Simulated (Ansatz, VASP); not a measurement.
Two plane-wave programs on Al4In

```
Al In
1.0
    -3.02428    3.02428    3.02428
     3.02428   -3.02428    3.02428
     3.02428    3.02428   -3.02428
Al In
4 1
Direct
  0.34960 0.34960 0.34960
  0.65040 0.00000 0.00000
  0.00000 0.00000 0.65040
  0.00000 0.65040 0.00000
  0.00000 0.00000 0.00000
```

Change from the starting cell: species swapped into the GeF4 type (I-43m, No. 217).

Alike in both runs: task relaxation of cell and atoms; functional PBE; k mesh 4 × 4 × 4; occupations gaussian, width 0.1 eV; no spin polarisation.

|  | VASP | Ansatz |
| --- | --- | --- |
| version | VASP 6.6.1 | Ansatz 0.2.0 |
| potentials or method | VASP PAW PBE potentials, release 64 (Al, In_d), cutoff 600 eV | scalar-relativistic, plane waves, PAW |
| valence electrons in the cell | 25 | 25 |

```tsv
	VASP	Ansatz	Ansatz less VASP
gap on the k mesh at the Fermi level, each at its own relaxed structure (eV)	none	none	-
relaxed volume (Å³/atom)	24.54	24.56	+0.013
relaxed cell length with the largest relative difference (Å)	5.422	5.423	+0.0009
```

A gap of «none» marks a metal or a gap that the smearing closes.

The k mesh is coarse, so the values compare programs but aren't converged. Noted on VASP's run: too few bands were computed for a metal, which touches its energy and stress.
